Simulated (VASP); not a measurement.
# NaF (I4/mmm) in VASP: further runs

The runs below take NaF through single point, with PBE.

Program: VASP 6.6.1. These are calculated values, not measurements. Logs are shortened: lines on timing, memory, paths and dates and some standing lists are left out, and cuts for length are marked.

### Step 1. The cell of the first run

Symmetry: I4/mmm, No. 139, tetragonal system. Conventional cell: a = 3.368 Å, b = 3.368 Å, c = 4.647 Å, α = 90.00°, β = 90.00°, γ = 90.00°. Within 3.1 Å of Na (site symmetry 4/mmm) lie 6 F at 2.32 to 2.38 Å. Within 3.1 Å of F (site symmetry 4/mmm) lie 6 Na at 2.32 to 2.38 Å.

### Step 2. Single point, PBE (strain +0.025 along x and y, +0.000 along z)

File INCAR:

```
PREC = Accurate
ENCUT = 520
EDIFF = 1E-6
ISMEAR = 0
SIGMA = 0.05
LREAL = F
LASPH = T
NELM = 80
ALGO = Normal
ISIF = 2
LWAVE = F
LCHARG = F
GGA = PE
NBANDS = 14
```

File KPOINTS:

```
regular mesh
0
Gamma
  8 8 8
```

File POSCAR:

```
NaF
1.0
    0.0000000000      2.3813825000      2.3233000000
    2.3813825000      0.0000000000      2.3233000000
    2.3813825000      2.3813825000      0.0000000000
Na F
1 1
Direct
    0.0000000000      0.0000000000      0.0000000000
    0.5000000000      0.5000000000      0.5000000000
```

Potentials or basis: VASP PAW PBE potentials, release 64 (Na_pv, F).

Run with:

```console
cat potpaw_PBE.64/Na_pv/POTCAR potpaw_PBE.64/F/POTCAR > POTCAR
mpirun -np 1 vasp_std > vasp.out
```

OUTCAR:

```text
PREC = Accurate
   ENCUT = 520
   EDIFF = 1E-6
   ISMEAR = 0
   LREAL = F
   LASPH = T
   NELM = 80
   ISIF = 2
   GGA = PE

 ion  position               nearest neighbor table
   1  0.000  0.000  0.000-   2 2.32   2 2.32
   2  0.500  0.500  0.500-   1 2.32   1 2.32

  LATTYP: Found a body centered tetragonal cell.
 ALAT       =     3.3677834287
 C/A-ratio  =     1.3797205487

  Lattice vectors:

 A1 = (   0.0000000000,  -2.3813825000,  -2.3233000000)
 A2 = (   0.0000000000,   2.3813825000,  -2.3233000000)
 A3 = (   2.3813825000,   0.0000000000,   2.3233000000)

Analysis of symmetry for initial positions (statically):
=====================================================================
 Subroutine PRICEL returns:
 Original cell was already a primitive cell.

 Routine SETGRP: Setting up the symmetry group for a
 body centered tetragonal supercell.

 Subroutine GETGRP returns: Found 16 space group operations
 (whereof 16 operations were pure point group operations)
 out of a pool of 16 trial point group operations.

The static configuration has the point symmetry D_4h.

Analysis of symmetry for dynamics (positions and initial velocities):
=====================================================================
 Subroutine PRICEL returns:
 Original cell was already a primitive cell.

 Routine SETGRP: Setting up the symmetry group for a
 body centered tetragonal supercell.

 Subroutine GETGRP returns: Found 16 space group operations
 (whereof 16 operations were pure point group operations)
 out of a pool of 16 trial point group operations.

The dynamic configuration has the point symmetry D_4h.

 Subroutine INISYM returns: Found 16 space group operations
 (whereof 16 operations are pure point group operations),
 and found     1 'primitive' translations

----------------------------------------------------------------------------------------

                                     Primitive cell

  volume of cell :      26.3508

  direct lattice vectors                    reciprocal lattice vectors
     0.000000000  2.381382500  2.323300000    -0.209962070  0.209962070  0.215211122
     2.381382500  0.000000000  2.323300000     0.209962070 -0.209962070  0.215211122
     2.381382500  2.381382500  0.000000000     0.209962070  0.209962070 -0.215211122

  length of vectors
     3.326966411  3.326966411  3.367783429     0.366720560  0.366720560  0.366720560

  position of ions in fractional coordinates (direct lattice)
     0.000000000  0.000000000  0.000000000
     0.500000000  0.500000000  0.500000000

  ion indices of the primitive-cell ions
   primitive index   ion index
                 1           1
                 2           2

----------------------------------------------------------------------------------------

 KPOINTS: regular mesh

Automatic generation of k-mesh.
 Grid dimensions read from file:
 generate k-points for:    8    8    8

 Generating k-lattice:

  Cartesian coordinates                     Fractional coordinates (reciprocal lattice)
    -0.026245259  0.026245259  0.026901390     0.125000000  0.000000000  0.000000000
     0.026245259 -0.026245259  0.026901390     0.000000000  0.125000000  0.000000000
     0.026245259  0.026245259 -0.026901390     0.000000000  0.000000000  0.125000000

  Length of vectors
     0.045840070  0.045840070  0.045840070

  Shift w.r.t. Gamma in fractional coordinates (k-lattice)
     0.000000000  0.000000000  0.000000000

 Subroutine IBZKPT returns following result:
 ===========================================

 Found     59 irreducible k-points:

 Following reciprocal coordinates:
            Coordinates               Weight
  0.000000  0.000000  0.000000      1.000000
  0.125000  0.000000  0.000000      8.000000
  0.250000  0.000000  0.000000      8.000000
  0.375000  0.000000  0.000000      8.000000
  0.500000  0.000000  0.000000      4.000000
  0.125000  0.125000  0.000000      2.000000
[... 16 lines left out ...]
  0.250000  0.000000  0.125000     16.000000
  0.375000 -0.000000  0.125000     16.000000
 [... further k-points ...]
   k-points           NKPTS =     59   k-points in BZ     NKDIM =     59   number of bands    NBANDS=     14
   number of dos      NEDOS =    301   number of ions     NIONS =      2
   total plane-waves  NPLWV =  21952
   dimension x,y,z NGX =    28 NGY =   28 NGZ =   28
   dimension x,y,z NGXF=    56 NGYF=   56 NGZF=   56
   ions per type =               1   1
   NGX,Y,Z   is equivalent  to a cutoff of  13.99, 13.99, 13.82 a.u.
   NGXF,Y,Z  is equivalent  to a cutoff of  27.98, 27.98, 27.64 a.u.
 SYSTEM =  unknown system
   PREC   = accura    normal or accurate (medium, high low for compatibility)
   ISTART =      0    job   : 0-new  1-cont  2-samecut
   ICHARG =      2    charge: 1-file 2-atom 10-const
   ISPIN  =      1    spin polarized calculation?
   LNONCOLLINEAR =      F non collinear calculations
   LSORBIT =      F    spin-orbit coupling
   LASPH  =      T    aspherical Exc in radial PAW
   ENCUT  =  520.0 eV  38.22 Ry    6.18 a.u.   6.19  6.19  6.26*2*pi/ulx,y,z
   NELM   =     80;   NELMIN=  2; NELMDL= -5     # of ELM steps
   EDIFF  = 0.1E-05   stopping-criterion for ELM
   LREAL  =      F    real-space projection
   EDIFFG = 0.1E-04   stopping-criterion for IOM
   NSW    =      0    number of steps for IOM
   IBRION =     -1    ionic relax: 0-MD 1-quasi-New 2-CG
   NFREE  =      0    steps in history (QN), initial steepest desc. (CG)
   ISIF   =      2    stress and relaxation
   ISYM   =      2    0-nonsym 1-usesym 2-fastsym
   POTIM  = 0.5000    time-step for ionic-motion
   TEBEG  =    0.0;   TEEND  =   0.0 temperature during run
   PSTRESS=    0.0 pullay stress
   NELECT =      14.0000    total number of electrons
   NUPDOWN=      -1.0000    fix difference up-down
   EMIN   =  10.00;   EMAX   =-10.00  energy-range for DOS
   EFERMI =   0.00;   METHOD = LEGACY
   ISMEAR =     0;   SIGMA  =   0.05  broadening in eV -4-tet -1-fermi 0-gaus
   EFERMI_NEDOS =   21; number of points for ismear=-14 and -15
   IALGO  =     38    algorithm
   IMIX   =      4    mixing-type and parameters
     AMIX     =   0.40;   BMIX     =  1.00
     AMIX_MAG =   1.60;   BMIX_MAG =  1.00
  volume/ion in A,a.u.               =      13.18        88.91
  Fermi-wavevector in a.u.,A,eV,Ry     =   1.325927  2.505639 23.920166  1.758083
  Thomas-Fermi vector in A             =   2.455352
   LORBIT       =      0    0 simple, 1 ext, 2 COOP (PROOUT), +10 PAW based schemes
   GGA     = PE    functional components
   LHFCALC =     F    Hartree Fock is set to
   AEXX    =    0.0000 exact exchange contribution
   IVDW    =     0    specifies the selected vdW correction
   LEPSILON=     F    determine dielectric tensor
   LRPA    =     F    only Hartree local field effects (RPA)
 non-spin polarized calculation
 Gauss-broadening in eV      SIGMA  =   0.05
  energy-cutoff  :      520.00
  volume of cell :       26.35
 maximum number of plane-waves:       740
 NGX is ok and might be reduce to    28
   NGX = 13   NGY = 13   NGZ = 13

 number of electron      13.9999994 magnetization

 Free energy of the ion-electron system (eV)
  ---------------------------------------------------
  ext. energy  EPLUGINS =         0.00000000
  ---------------------------------------------------
  free energy    TOTEN  =        -8.56676979 eV

  energy without entropy =       -8.56676979  energy(sigma->0) =       -8.56676979

 E-fermi :  -2.0557     XC(G=0):  -8.8837

 val. band max:       -2.3221373141   @ k =   0.0000   0.0000   0.0000
 cond. band min:       3.6744424379   @ k =   0.0000   0.0000   0.0000
 fundamental gap:      5.9965797520
 Fermi energy:        -2.0557281503

 k-point     1 :       0.0000    0.0000    0.0000
  band No.  band energies     occupation
      1     -21.4471      2.00000
      2     -21.4471      2.00000
      3     -21.4377      2.00000
      4     -21.4065      2.00000
      5      -2.3272      2.00000
      6      -2.3221      2.00000
      7      -2.3221      2.00000
      8       3.6744      0.00000
      9      16.1911      0.00000
     10      16.1911      0.00000
     11      16.3553      0.00000
     12      18.9929      0.00000
     13      20.7572      0.00000
     14      21.4501      0.00000

 k-point     2 :       0.1250    0.0000    0.0000
  band No.  band energies     occupation
      1     -21.6953      2.00000
      2     -21.4491      2.00000
      3     -21.4427      2.00000
      4     -21.1367      2.00000
      5      -2.5978      2.00000
      6      -2.3579      2.00000
      7      -2.3576      2.00000
      8       4.1990      0.00000
      9      14.5391      0.00000
     10      16.3911      0.00000
     11      16.5246      0.00000
     12      20.1721      0.00000
     13      20.6984      0.00000
     14      20.8233      0.00000

 k-point     3 :       0.2500    0.0000    0.0000
  band No.  band energies     occupation
      1     -21.9113      2.00000
      2     -21.4537      2.00000
      3     -21.4456      2.00000
      4     -20.8781      2.00000
      5      -3.1540      2.00000
      6      -2.4420      2.00000
      7      -2.4354      2.00000
      8       5.4759      0.00000
      9      12.4517      0.00000
     10      16.7889      0.00000
     11      17.0273      0.00000
     12      19.5583      0.00000
     13      20.0268      0.00000
     14      21.1813      0.00000

 k-point     4 :       0.3750    0.0000    0.0000
  band No.  band energies     occupation
      1     -22.0499      2.00000
      2     -21.4583      2.00000
      3     -21.4484      2.00000
      4     -20.6966      2.00000
      5      -3.6178      2.00000
      6      -2.5248      2.00000
      7      -2.5116      2.00000
      8       7.0251      0.00000
      9      10.7286      0.00000
     10      16.9554      0.00000
     11      17.3517      0.00000
     12      19.5772      0.00000
     13      19.9143      0.00000
     14      20.7617      0.00000

 k-point     5 :       0.5000    0.0000    0.0000
  band No.  band energies     occupation
      1     -22.0974      2.00000
      2     -21.4602      2.00000
      3     -21.4496      2.00000
      4     -20.6310      2.00000
      5      -3.7918      2.00000
      6      -2.5587      2.00000
      7      -2.5428      2.00000
      8       8.1065      0.00000
      9       9.6579      0.00000
     10      16.9444      0.00000
     11      17.3980      0.00000
[... 276 lines left out ...]
 k-point    22 :       0.1250    0.0000    0.1250
  band No.  band energies     occupation
      1     -21.6957      2.00000
      2     -21.4527      2.00000
      3     -21.4442      2.00000
      4     -21.1300      2.00000
      5      -2.6347      2.00000
      6      -2.3876      2.00000
      7      -2.3773      2.00000
      8       4.3575      0.00000
      9      14.4069      0.00000
     10      16.3147      0.00000
     11      16.4023      0.00000
     12      18.9952      0.00000
     13      21.6023      0.00000
     14      21.6567      0.00000

 k-point    23 :       0.2500    0.0000    0.1250
  band No.  band energies     occupation
      1     -21.8360      2.00000
      2     -21.4577      2.00000
      3     -21.4500      2.00000
      4     -20.9575      2.00000
      5      -3.0280      2.00000
      6      -2.4639      2.00000
      7      -2.4525      2.00000
      8       5.3608      0.00000
      9      12.8930      0.00000
     10      16.5012      0.00000
     11      16.5941      0.00000
     12      17.9245      0.00000
     13      21.4863      0.00000
     14      22.7711      0.00000

 k-point    24 :       0.3750   -0.0000    0.1250
  band No.  band energies     occupation
      1     -21.9691      2.00000
      2     -21.4635      2.00000
      3     -21.4551      2.00000
      4     -20.7839      2.00000
      5      -3.4504      2.00000
      6      -2.5781      2.00000
      7      -2.5308      2.00000
      8       6.8176      0.00000
      9      11.3087      0.00000
     10      16.0739      0.00000
     11      16.8695      0.00000
     12      18.0584      0.00000
     13      21.1393      0.00000
     14      22.5983      0.00000

 [... further k-points ...]
[... 5 lines left out ...]
  --------------------------------------------------------------------------------------
  -------------------------------------------------------------------------------------
  Total       -0.2110109     -0.2110109      0.0649651      0.0000000     -0.0000000     -0.0000000
  in kB      -12.8298598    -12.8298598      3.9500024      0.0000000     -0.0000000     -0.0000000
  external PRESSURE =      -7.2365724 kB  Pullay stress =       0.0000000 kB

 VOLUME and BASIS-vectors are now :
 -----------------------------------------------------------------------------
  energy-cutoff  :      520.00
  volume of cell :       26.35
      direct lattice vectors                 reciprocal lattice vectors
     0.000000000  2.381382500  2.323300000    -0.209962070  0.209962070  0.215211122
     2.381382500  0.000000000  2.323300000     0.209962070 -0.209962070  0.215211122
     2.381382500  2.381382500  0.000000000     0.209962070  0.209962070 -0.215211122

 POSITION                                       TOTAL-FORCE (eV/Angst)
 -----------------------------------------------------------------------------------
      0.00000      0.00000      0.00000         0.000000      0.000000      0.000000
      2.38138      2.38138      2.32330        -0.000000     -0.000000      0.000000
 -----------------------------------------------------------------------------------
    total drift:                                0.000000      0.000000      0.000000

  FREE ENERGIE OF THE ION-ELECTRON SYSTEM (eV)
  ---------------------------------------------------
  free  energy   TOTEN  =        -8.5667697906 eV

  energy  without entropy=       -8.5667697906  energy(sigma->0) =       -8.56676979
```

Wall time 12 s (1 thread of Intel Xeon 6975P-C (Granite Rapids), shared host); peak memory 0.15 GiB.

What came out:

| Property | Result |
| --- | --- |
| Free energy | -8.5668 eV |
| Pressure | -0.7 GPa |
| Band gap on the k mesh | 6.00 eV, direct |

Stress tensor (GPa, compression positive):
```
-1.28  0.00  0.00
 0.00 -1.28  0.00
 0.00  0.00  0.40
```

Caveat: the cell differs from its parent crystal (strain +0.025 along x and y, +0.000 along z).

### Step 3. Single point, PBE (strain +0.025 along x and y, +0.050 along z)

File INCAR:

```
SYSTEM = NaF
ALGO = Normal
EDIFF = 1E-6
ENCUT = 520
GGA = PE
ISIF = 2
ISMEAR = 0
LASPH = .True.
LCHARG = .True.
LELF = .True.
LREAL = .False.
LVHAR = .True.
LWAVE = .False.
NBANDS = 14
NELM = 60
PREC = Accurate
SIGMA = 0.05
```

File KPOINTS:

```
k-points
0
Gamma
  8 8 8
  0 0 0
```

File POSCAR:

```
NaF
1.0
    0.0000000000      2.3813825000      2.4394650000
    2.3813825000      0.0000000000      2.4394650000
    2.3813825000      2.3813825000      0.0000000000
Na F
1 1
Direct
    0.0000000000      0.0000000000      0.0000000000
    0.5000000000      0.5000000000      0.5000000000
```

Potentials or basis: VASP PAW PBE potentials, release 64 (Na_pv, F).

Run with:

```console
cat potpaw_PBE.64/Na_pv/POTCAR potpaw_PBE.64/F/POTCAR > POTCAR
mpirun -np 1 vasp_std > vasp.out
```

It took 16 s on 1 thread of Intel Xeon 6975P-C (Granite Rapids), shared host; peak memory 0.15 GiB.

The run converged. Its results:

```
Free energy            : -8.5553 eV
Pressure               : -2.6 GPa
Band gap on the k mesh : 5.76 eV, direct
```

Stress tensor (GPa, compression positive):
```
-2.22  0.00  0.00
 0.00 -2.22  0.00
 0.00  0.00 -3.29
```

Levels at points of the mesh, in eV from the valence-band top:
```tsv
k point	band 3	band 4	band 5	band 6	band 7	band 8	band 9	band 10	band 11	band 12
(0.00, 0.00, 0.00)	-19.28	-19.02	-0.01	-0.01	0.00	5.76	18.11	18.27	18.27	20.87
(0.50, 0.00, 0.00)	-19.28	-18.41	-1.38	-0.22	-0.20	10.14	11.58	18.76	19.19	21.47
(0.50, 0.50, 0.00)	-19.31	-18.83	-1.14	-0.34	-0.34	12.09	12.51	13.07	18.61	18.61
(0.50, 0.00, 0.50)	-19.32	-18.82	-1.11	-0.39	-0.35	12.40	12.62	12.85	18.23	18.44
```

Caveat: the cell differs from its parent crystal (strain +0.025 along x and y, +0.050 along z).

### Step 4. Single point, PBE (strain +0.050 along x and y, +0.025 along z)

File INCAR:

```
SYSTEM = NaF
PREC = Accurate ; ENCUT = 520
EDIFF = 1E-7 ; ISMEAR = 0
SIGMA = 0.05 ; LREAL = .FALSE.
LASPH = .TRUE. ; NELM = 80
ALGO = Normal ; ISIF = 2
LWAVE = .FALSE. ; LCHARG = .FALSE.
GGA = PE ; NBANDS = 14
```

File KPOINTS:

```
Automatic mesh
0
G
  8 8 8
  0 0 0
```

File POSCAR:

```
NaF
1.0
    0.0000000000      2.4394650000      2.3813825000
    2.4394650000      0.0000000000      2.3813825000
    2.4394650000      2.4394650000      0.0000000000
Na F
1 1
Direct
    0.0000000000      0.0000000000      0.0000000000
    0.5000000000      0.5000000000      0.5000000000
```

Run with:

```console
cat potpaw_PBE.64/Na_pv/POTCAR potpaw_PBE.64/F/POTCAR > POTCAR
mpirun -np 1 vasp_std > vasp.out
```

Run time: 18 s. Hardware: 1 thread of Intel Xeon 6975P-C (Granite Rapids), shared host; peak memory 0.16 GiB.

It converged, with:

* Free energy: -8.5438 eV
* Pressure: -3.3 GPa
* Band gap on the k mesh: 5.65 eV, direct

Stress tensor (GPa, compression positive):
```
-3.65  0.00  0.00
 0.00 -3.65  0.00
 0.00  0.00 -2.64
```

Levels at points of the mesh, in eV from the valence-band top:
```tsv
k point	band 5	band 6	band 7	band 8	band 9	band 10
(0.00, 0.00, 0.00)	-0.01	0.00	0.00	5.65	18.00	18.00
(0.50, 0.00, 0.00)	-1.33	-0.21	-0.19	10.00	11.39	18.51
(0.50, 0.50, 0.00)	-1.07	-0.37	-0.37	12.32	12.44	12.69
(0.50, 0.00, 0.50)	-1.09	-0.36	-0.32	12.01	12.33	12.91
```

Caveat: the cell differs from its parent crystal (strain +0.050 along x and y, +0.025 along z). A k mesh can miss the band edges.

### Step 5. The runs side by side

| cell | gap on the mesh (eV) | pressure (GPa) |
| --- | --- | --- |
| a = 3.327, b = 3.327, c = 3.368 Å, angles 59.6, 59.6, 60.8°, 2 atoms | 6.00 | -0.7 |
| a = 3.409, b = 3.409, c = 3.368 Å, angles 60.4, 60.4, 59.2°, 2 atoms | 5.76 | -2.6 |
| a = 3.409, b = 3.409, c = 3.450 Å, angles 59.6, 59.6, 60.8°, 2 atoms | 5.65 | -3.3 |

Alike in all rows: task single point; level PBE; potentials or basis VASP PAW PBE potentials, release 64 (Na_pv, F); no spin polarisation; k mesh 8 × 8 × 8; cutoff (eV) 520; smearing gaussian 0.05 eV.

Total energies depend on the potentials used, so only differences within one code and one set of settings carry meaning.
